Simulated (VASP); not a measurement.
# HgTe (Fm-3m) in VASP: settings compared

Aim: see how the results for HgTe move with the level of theory and the settings. Levels: PBEsol+D3(BJ), PBEsol+D4, RPBE+D4, revPBE+D3(BJ). Tasks: single point.

All numbers are computed with VASP 6.6.1; they aren't measurements. Logs are shortened: lines on timing, memory, paths and dates and some standing lists are left out, and cuts for length are marked.

## 1. The cell of the first run

It takes space group Fm-3m (No. 225, cubic). The conventional cell has a = 5.916 Å, b = 5.916 Å, c = 5.916 Å, α = 90.00°, β = 90.00°, γ = 90.00°. Hg (site symmetry m-3m) has 6 Te at 2.96 Å within 3.9 Å. Te (site symmetry m-3m) has 6 Hg at 2.96 Å within 3.9 Å.

## 2. Single point, PBEsol+D3(BJ)

INCAR

```
PREC = Accurate ; ENCUT = 520
EDIFF = 1E-7 ; ISMEAR = -1
SIGMA = 0.05 ; LREAL = F
LASPH = T ; NELM = 60
ALGO = Normal ; ISIF = 2
LWAVE = F ; LCHARG = F
GGA = PS ; IVDW = 12
NBANDS = 16
```

KPOINTS

```
regular mesh
0
Gamma
  7 7 7
```

POSCAR

```
HgTe
1.0
    0.0000000000      2.9580339902      2.9580339902
    2.9580339902      0.0000000000      2.9580339902
    2.9580339902      2.9580339902      0.0000000000
Hg Te
1 1
Direct
    0.0000000000      0.0000000000      0.0000000000
    0.5000000000      0.5000000000      0.5000000000
```

Potentials or basis: VASP PAW PBE potentials, release 64 (Hg, Te).

Started as:

```
$ cat potpaw_PBE.64/Hg/POTCAR potpaw_PBE.64/Te/POTCAR > POTCAR
$ mpirun -np 1 vasp_std > vasp.out
```

OUTCAR:

```text
PREC = Accurate
   ENCUT = 520
   EDIFF = 1E-7
   ISMEAR = -1
   LREAL = F
   LASPH = T
   NELM = 60
   ISIF = 2
   GGA = PS
   IVDW = 12
 IVDW          = 12

 ion  position               nearest neighbor table
   1  0.000  0.000  0.000-   2 2.96   2 2.96   2 2.96   2 2.96   2 2.96   2 2.96
   2  0.500  0.500  0.500-   1 2.96   1 2.96   1 2.96   1 2.96   1 2.96   1 2.96

  LATTYP: Found a face centered cubic cell.
 ALAT       =     5.9160679804

  Lattice vectors:

 A1 = (   0.0000000000,   2.9580339902,   2.9580339902)
 A2 = (   2.9580339902,   0.0000000000,   2.9580339902)
 A3 = (   2.9580339902,   2.9580339902,   0.0000000000)

Analysis of symmetry for initial positions (statically):
=====================================================================
 Subroutine PRICEL returns:
 Original cell was already a primitive cell.

 Routine SETGRP: Setting up the symmetry group for a
 face centered cubic supercell.

 Subroutine GETGRP returns: Found 48 space group operations
 (whereof 48 operations were pure point group operations)
 out of a pool of 48 trial point group operations.

The static configuration has the point symmetry O_h .

Analysis of symmetry for dynamics (positions and initial velocities):
=====================================================================
 Subroutine PRICEL returns:
 Original cell was already a primitive cell.

 Routine SETGRP: Setting up the symmetry group for a
 face centered cubic supercell.

 Subroutine GETGRP returns: Found 48 space group operations
 (whereof 48 operations were pure point group operations)
 out of a pool of 48 trial point group operations.

The dynamic configuration has the point symmetry O_h .

 Subroutine INISYM returns: Found 48 space group operations
 (whereof 48 operations are pure point group operations),
 and found     1 'primitive' translations

----------------------------------------------------------------------------------------

                                     Primitive cell

  volume of cell :      51.7654

  direct lattice vectors                    reciprocal lattice vectors
     0.000000000  2.958033990  2.958033990    -0.169031188  0.169031188  0.169031188
     2.958033990  0.000000000  2.958033990     0.169031188 -0.169031188  0.169031188
     2.958033990  2.958033990  0.000000000     0.169031188  0.169031188 -0.169031188

  length of vectors
     4.183291787  4.183291787  4.183291787     0.292770606  0.292770606  0.292770606

  position of ions in fractional coordinates (direct lattice)
     0.000000000  0.000000000  0.000000000
     0.500000000  0.500000000  0.500000000

  ion indices of the primitive-cell ions
   primitive index   ion index
                 1           1
                 2           2

----------------------------------------------------------------------------------------

 KPOINTS: regular mesh

Automatic generation of k-mesh.
 Grid dimensions read from file:
 generate k-points for:    7    7    7

 Generating k-lattice:

  Cartesian coordinates                     Fractional coordinates (reciprocal lattice)
    -0.024147313  0.024147313  0.024147313     0.142857143  0.000000000  0.000000000
     0.024147313 -0.024147313  0.024147313     0.000000000  0.142857143  0.000000000
     0.024147313  0.024147313 -0.024147313     0.000000000  0.000000000  0.142857143

  Length of vectors
     0.041824372  0.041824372  0.041824372

  Shift w.r.t. Gamma in fractional coordinates (k-lattice)
     0.000000000  0.000000000  0.000000000

 Subroutine IBZKPT returns following result:
 ===========================================

 Found     20 irreducible k-points:

 Following reciprocal coordinates:
            Coordinates               Weight
  0.000000  0.000000  0.000000      1.000000
  0.142857  0.000000  0.000000      8.000000
  0.285714  0.000000  0.000000      8.000000
  0.428571  0.000000  0.000000      8.000000
  0.142857  0.142857  0.000000      6.000000
  0.285714  0.142857  0.000000     24.000000
[... 12 lines left out ...]
 -0.428571  0.428571  0.142857     24.000000
 -0.285714  0.428571  0.142857     24.000000
   k-points           NKPTS =     20   k-points in BZ     NKDIM =     20   number of bands    NBANDS=     16
   number of dos      NEDOS =    301   number of ions     NIONS =      2
   total plane-waves  NPLWV =  32768
   dimension x,y,z NGX =    32 NGY =   32 NGZ =   32
   dimension x,y,z NGXF=    64 NGYF=   64 NGZF=   64
   ions per type =               1   1
   NGX,Y,Z   is equivalent  to a cutoff of  12.72, 12.72, 12.72 a.u.
   NGXF,Y,Z  is equivalent  to a cutoff of  25.43, 25.43, 25.43 a.u.
 SYSTEM =  unknown system
   PREC   = accura    normal or accurate (medium, high low for compatibility)
   ISTART =      0    job   : 0-new  1-cont  2-samecut
   ICHARG =      2    charge: 1-file 2-atom 10-const
   ISPIN  =      1    spin polarized calculation?
   LNONCOLLINEAR =      F non collinear calculations
   LSORBIT =      F    spin-orbit coupling
   LASPH  =      T    aspherical Exc in radial PAW
   ENCUT  =  520.0 eV  38.22 Ry    6.18 a.u.   7.78  7.78  7.78*2*pi/ulx,y,z
   NELM   =     60;   NELMIN=  2; NELMDL= -5     # of ELM steps
   EDIFF  = 0.1E-06   stopping-criterion for ELM
   LREAL  =      F    real-space projection
   EDIFFG = 0.1E-05   stopping-criterion for IOM
   NSW    =      0    number of steps for IOM
   IBRION =     -1    ionic relax: 0-MD 1-quasi-New 2-CG
   NFREE  =      0    steps in history (QN), initial steepest desc. (CG)
   ISIF   =      2    stress and relaxation
   ISYM   =      2    0-nonsym 1-usesym 2-fastsym
   POTIM  = 0.5000    time-step for ionic-motion
   TEBEG  =    0.0;   TEEND  =   0.0 temperature during run
   PSTRESS=    0.0 pullay stress
   NELECT =      18.0000    total number of electrons
   NUPDOWN=      -1.0000    fix difference up-down
   EMIN   =  10.00;   EMAX   =-10.00  energy-range for DOS
   EFERMI =   0.00;   METHOD = LEGACY
   ISMEAR =    -1;   SIGMA  =   0.05  broadening in eV -4-tet -1-fermi 0-gaus
   EFERMI_NEDOS =   21; number of points for ismear=-14 and -15
   IALGO  =     38    algorithm
   IMIX   =      4    mixing-type and parameters
     AMIX     =   0.40;   BMIX     =  1.00
     AMIX_MAG =   1.60;   BMIX_MAG =  1.00
  volume/ion in A,a.u.               =      25.88       174.67
[... 36 lines left out ...]
      3      -1.7386      2.00000
      4      -1.6736      2.00000
      5      -1.6736      2.00000
      6      -1.6736      2.00000
[... 8 lines left out ...]
     15      13.2564      0.00000
     16      13.2564      0.00000

 k-point     2 :       0.1429    0.0000    0.0000
  band No.  band energies     occupation
      1      -7.2339      2.00000
      2      -1.8244      2.00000
      3      -1.8244      2.00000
      4      -1.7099      2.00000
      5      -1.6381      2.00000
      6      -1.6381      2.00000
[... 8 lines left out ...]
     15      13.5597      0.00000
     16      13.5597      0.00000

 k-point     3 :       0.2857    0.0000    0.0000
  band No.  band energies     occupation
      1      -6.6703      2.00000
      2      -2.0149      2.00000
      3      -2.0149      2.00000
      4      -1.8843      2.00000
      5      -1.5447      2.00000
      6      -1.5447      2.00000
[... 8 lines left out ...]
     15      14.5519      0.00000
     16      14.5519      0.00000

 k-point     4 :       0.4286    0.0000    0.0000
  band No.  band energies     occupation
      1      -6.0350      2.00000
      2      -2.3244      2.00000
      3      -2.1571      2.00000
      4      -2.1571      2.00000
      5      -1.4664      2.00000
      6      -1.4664      2.00000
[... 8 lines left out ...]
     15      15.9984      0.00000
     16      15.9984      0.00000

 k-point     5 :       0.1429    0.1429    0.0000
  band No.  band energies     occupation
      1      -7.1752      2.00000
      2      -1.9447      2.00000
      3      -1.7153      2.00000
      4      -1.7092      2.00000
      5      -1.6399      2.00000
      6      -1.6399      2.00000
[... 8 lines left out ...]
     15      14.9715      0.00000
     16      14.9715      0.00000

 k-point     6 :       0.2857    0.1429    0.0000
  band No.  band energies     occupation
      1      -6.7628      2.00000
      2      -2.1098      2.00000
      3      -1.8229      2.00000
      4      -1.7676      2.00000
      5      -1.5815      2.00000
      6      -1.5383      2.00000
[... 8 lines left out ...]
     15      15.0743      0.00000
     16      15.5880      0.00000

 k-point     7 :       0.4286    0.1429    0.0000
  band No.  band energies     occupation
      1      -6.1856      2.00000
      2      -2.1975      2.00000
      3      -2.0118      2.00000
      4      -1.9306      2.00000
      5      -1.4947      2.00000
      6      -1.4526      2.00000
[... 8 lines left out ...]
     15      16.4399      0.00000
     16      16.6590      0.00000

 k-point     8 :      -0.4286    0.1429    0.0000
  band No.  band energies     occupation
      1      -5.9399      2.00000
      2      -2.2876      2.00000
      3      -2.1318      2.00000
      4      -1.9752      2.00000
      5      -1.4540      2.00000
      6      -1.4357      2.00000
[... 8 lines left out ...]
     15      15.7628      0.00000
     16      16.4527      0.00000

 k-point     9 :      -0.2857    0.1429    0.0000
  band No.  band energies     occupation
      1      -6.3498      2.00000
      2      -2.1735      2.00000
      3      -2.1156      2.00000
      4      -1.8123      2.00000
      5      -1.5290      2.00000
      6      -1.4595      2.00000
[... 8 lines left out ...]
     15      14.4310      0.00000
     16      17.0513      0.00000
[... 96 lines left out ...]
 k-point    15 :       0.4286    0.4286    0.0000
  band No.  band energies     occupation
      1      -6.2254      2.00000
      2      -1.8512      2.00000
      3      -1.6197      2.00000
      4      -1.3830      2.00000
      5      -1.3830      2.00000
      6      -1.1771      2.00000
[... 8 lines left out ...]
     15      17.9415      0.00000
     16      18.6565      0.00000

 k-point    16 :      -0.4286    0.4286    0.0000
  band No.  band energies     occupation
      1      -6.1181      2.00000
      2      -1.8500      2.00000
      3      -1.7238      2.00000
      4      -1.4507      2.00000
      5      -1.3713      2.00000
      6      -0.6870      2.00000
[... 8 lines left out ...]
     15      16.9117      0.00000
     16      19.1710      0.00000

 k-point    17 :       0.4286    0.2857    0.1429
  band No.  band energies     occupation
      1      -6.3759      2.00000
      2      -2.1351      2.00000
      3      -1.9315      2.00000
      4      -1.7795      2.00000
      5      -1.5137      2.00000
      6      -1.4394      2.00000
[... 8 lines left out ...]
     15      16.4090      0.00000
     16      17.2521      0.00000

 k-point    18 :      -0.4286    0.2857    0.1429
  band No.  band energies     occupation
      1      -6.0135      2.00000
      2      -2.1108      2.00000
      3      -1.9576      2.00000
      4      -1.7876      2.00000
      5      -1.4382      2.00000
      6      -1.3321      2.00000
[... 8 lines left out ...]
     15      15.7186      0.00000
     16      17.0659      0.00000

 k-point    19 :      -0.4286    0.4286    0.1429
  band No.  band energies     occupation
      1      -6.0890      2.00000
      2      -1.8615      2.00000
      3      -1.8156      2.00000
      4      -1.6045      2.00000
      5      -1.3821      2.00000
      6      -1.0454      2.00000
[... 8 lines left out ...]
     15      16.9865      0.00000
     16      18.4616      0.00000

 k-point    20 :      -0.2857    0.4286    0.1429
  band No.  band energies     occupation
      1      -5.9784      2.00000
      2      -2.0320      2.00000
      3      -1.7935      2.00000
      4      -1.6721      2.00000
      5      -1.3803      2.00000
      6      -0.9283      2.00000
[... 8 lines left out ...]
     15      16.1104      0.00000
     16      18.5366      0.00000

------------------------ aborting loop because EDIFF is reached ----------------------------------------

 Edisp (eV)   -0.91172

 E8    (eV) :    -0.6182

  FORCE on cell =-STRESS in cart. coord.  units (eV):
  Direction    XX          YY          ZZ          XY          YZ          ZX
  --------------------------------------------------------------------------------------
  -------------------------------------------------------------------------------------
  Total       0.07389     0.07389     0.07389    -0.00000     0.00000    -0.00000
  in kB       2.28690     2.28690     2.28690    -0.00000     0.00000    -0.00000
  external pressure =        2.29 kB  Pullay stress =        0.00 kB

 VOLUME and BASIS-vectors are now :
 -----------------------------------------------------------------------------
  energy-cutoff  :      520.00
  volume of cell :       51.77
      direct lattice vectors                 reciprocal lattice vectors
     0.000000000  2.958033990  2.958033990    -0.169031188  0.169031188  0.169031188
     2.958033990  0.000000000  2.958033990     0.169031188 -0.169031188  0.169031188
     2.958033990  2.958033990  0.000000000     0.169031188  0.169031188 -0.169031188

 POSITION                                       TOTAL-FORCE (eV/Angst)
 -----------------------------------------------------------------------------------
      0.00000      0.00000      0.00000         0.000000      0.000000     -0.000000
      2.95803      2.95803      2.95803         0.000000      0.000000      0.000000
 -----------------------------------------------------------------------------------
    total drift:                                0.000000     -0.000000     -0.000000

  FREE ENERGIE OF THE ION-ELECTRON SYSTEM (eV)
  ---------------------------------------------------
  free  energy   TOTEN  =        -5.1144006313 eV

  energy  without entropy=       -5.1089330530  energy(sigma->0) =       -5.11166684
```

Wall time 7.2 s (1 thread of Intel Xeon 6975P-C (Granite Rapids), shared host); peak memory 0.19 GiB.

What came out:

```
Free energy                : -5.1144 eV
Pressure                   : 0.2 GPa
Band gap on the k mesh     : zero (band 9 reaches 5.67 eV, above the bottom of band 10 at 2.74 eV)
Dispersion energy per atom : -0.456 eV
```

Caveat: the PAW data sets were made with another functional, which shifts forces and pressure a little; spin-orbit coupling is left out, which moves the levels of the heavy elements; pairwise dispersion overbinds metals, which lowers pressure and volume.

## 3. Single point, PBEsol+D4

This run uses another cell than the first one, of 26.32 Å³/atom, 1.017 times its volume.

INCAR

```
SYSTEM = HgTe
ALGO = Normal
EDIFF = 1E-7
ENCUT = 520
GGA = PS
ISIF = 2
ISMEAR = -1
IVDW = 13
LASPH = .TRUE.
LCHARG = .FALSE.
LREAL = .FALSE.
LWAVE = .FALSE.
NBANDS = 16
NELM = 80
PREC = Accurate
SIGMA = 0.05
```

KPOINTS

```
k-points
0
G
  7 7 7
  0 0 0
```

POSCAR

```
HgTe
1.0
    0.0000000000      2.9746694575      2.9746694575
    2.9746694575      0.0000000000      2.9746694575
    2.9746694575      2.9746694575      0.0000000000
Hg Te
1 1
Direct
    0.0000000000      0.0000000000      0.0000000000
    0.5000000000      0.5000000000      0.5000000000
```

Potentials or basis: VASP PAW PBE potentials, release 64 (Hg, Te).

Started as:

```
$ cat potpaw_PBE.64/Hg/POTCAR potpaw_PBE.64/Te/POTCAR > POTCAR
$ mpirun -np 1 vasp_std > vasp.out
```

It took 8 s on 1 thread of Intel Xeon 6975P-C (Granite Rapids), shared host; peak memory 0.18 GiB.

It converged, with:

| Property | Result |
| --- | --- |
| Free energy | -4.7906 eV |
| Pressure | 0.2 GPa |
| Band gap on the k mesh | zero (band 9 reaches 5.45 eV, above the bottom of band 10 at 2.61 eV) |
| Dispersion energy per atom | -0.287 eV |

Levels at points of the mesh, in eV from the Fermi level:
```
           k point  band 5  band 6  band 7  band 8  band 9  band 10  band 11  band 12  band 13  band 14
(0.00, 0.00, 0.00)   -6.97   -6.97   -0.87   -0.87   -0.87    -0.75     7.59     7.59     7.59     7.85
```

Caveat: the PAW data sets were made with another functional, which shifts forces and pressure a little; spin-orbit coupling is left out, which moves the levels of the heavy elements; pairwise dispersion overbinds metals, which lowers pressure and volume.

## 4. Single point, RPBE+D4

This run uses another cell than the first one, of 27.10 Å³/atom, 1.047 times its volume.

INCAR

```
SYSTEM = HgTe
ALGO = Normal
EDIFF = 1E-7
ENCUT = 520
GGA = RP
ISIF = 2
ISMEAR = -1
IVDW = 13
LASPH = .True.
LCHARG = .False.
LREAL = .False.
LWAVE = .False.
NBANDS = 16
NELM = 80
PREC = Accurate
SIGMA = 0.05
```

KPOINTS

```
k-points
0
Gamma
  7 7 7
  0 0 0
```

POSCAR

```
HgTe
1.0
    0.0000000000      3.0035270684      3.0035270684
    3.0035270684      0.0000000000      3.0035270684
    3.0035270684      3.0035270684      0.0000000000
Hg Te
1 1
Direct
    0.0000000000      0.0000000000      0.0000000000
    0.5000000000      0.5000000000      0.5000000000
```

Started as:

```
$ cat potpaw_PBE.64/Hg/POTCAR potpaw_PBE.64/Te/POTCAR > POTCAR
$ mpirun -np 1 vasp_std > vasp.out
```

It took 9.3 s on 1 thread of Intel Xeon 6975P-C (Granite Rapids), shared host; peak memory 0.18 GiB.

It converged, with:

```
Free energy                : -4.2887 eV
Pressure                   : 0.1 GPa
Band gap on the k mesh     : zero (band 9 reaches 5.33 eV, above the bottom of band 10 at 2.67 eV)
Dispersion energy per atom : -0.915 eV
```

Levels at points of the mesh, in eV from the Fermi level:
```
           k point  band 5  band 6  band 7  band 8  band 9  band 10  band 11  band 12  band 13  band 14
(0.00, 0.00, 0.00)   -6.91   -6.91   -0.84   -0.84   -0.84    -0.76     7.60     7.60     7.60     7.87
```

Caveat: the PAW data sets were made with another functional, which shifts forces and pressure a little; spin-orbit coupling is left out, which moves the levels of the heavy elements; pairwise dispersion overbinds metals, which lowers pressure and volume.

## 5. Single point, revPBE+D3(BJ)

This run uses another cell than the first one, of 26.99 Å³/atom, 1.043 times its volume.

INCAR

```
ALGO = Normal
EDIFF = 1E-6
ENCUT = 520
GGA = RE
ISIF = 2
ISMEAR = -1
IVDW = 12
LASPH = T
LCHARG = F
LREAL = F
LWAVE = F
NBANDS = 16
NELM = 100
PREC = Accurate
SIGMA = 0.05
```

KPOINTS

```
k-points
0
Gamma
  7 7 7
```

POSCAR

```
HgTe
1.0
    0.0000000000      2.9994972951      2.9994972951
    2.9994972951      0.0000000000      2.9994972951
    2.9994972951      2.9994972951      0.0000000000
Hg Te
1 1
Direct
    0.0000000000      0.0000000000      0.0000000000
    0.5000000000      0.5000000000      0.5000000000
```

Started as:

```
$ cat potpaw_PBE.64/Hg/POTCAR potpaw_PBE.64/Te/POTCAR > POTCAR
$ mpirun -np 1 vasp_std > vasp.out
```

Wall time 6.9 s (1 thread of Intel Xeon 6975P-C (Granite Rapids), shared host); peak memory 0.18 GiB.

Results (log left out):

```yaml
Free_energy: -4.3376 eV
Pressure: 0.1 GPa
Band_gap_on_the_k_mesh: zero (band 9 reaches 5.35 eV, above the bottom of band 10 at 2.67 eV)
Dispersion_energy_per_atom: -0.884 eV
```

Levels at points of the mesh, in eV from the Fermi level:
```
           k point  band 5  band 6  band 7  band 8  band 9  band 10  band 11  band 12  band 13  band 14
(0.00, 0.00, 0.00)   -6.92   -6.92   -0.84   -0.84   -0.84    -0.76     7.60     7.60     7.60     7.86
```

Caveat: the PAW data sets were made with another functional, which shifts forces and pressure a little; spin-orbit coupling is left out, which moves the levels of the heavy elements; pairwise dispersion overbinds metals, which lowers pressure and volume.

## 6. The runs side by side

| level | cell | gap on the mesh (eV) | pressure (GPa) |
| --- | --- | --- | --- |
| PBEsol+D3(BJ) | a = 4.183 Å, angles 60.0°, 2 atoms | none | 0.2 |
| PBEsol+D4 | a = 4.207 Å, angles 60.0°, 2 atoms | none | 0.2 |
| RPBE+D4 | a = 4.248 Å, angles 60.0°, 2 atoms | none | 0.1 |
| revPBE+D3(BJ) | a = 4.242 Å, angles 60.0°, 2 atoms | none | 0.1 |

Alike in all rows: task single point; potentials or basis VASP PAW PBE potentials, release 64 (Hg, Te); no spin polarisation; k mesh 7 × 7 × 7; cutoff (eV) 520; smearing fermi-dirac 0.05 eV.

Caveats: the PAW data sets were made with another functional, which shifts forces and pressure a little; spin-orbit coupling is left out, which moves the levels of the heavy elements; pairwise dispersion overbinds metals, which lowers pressure and volume.

Absolute energies hang on the potentials; compare differences alone.
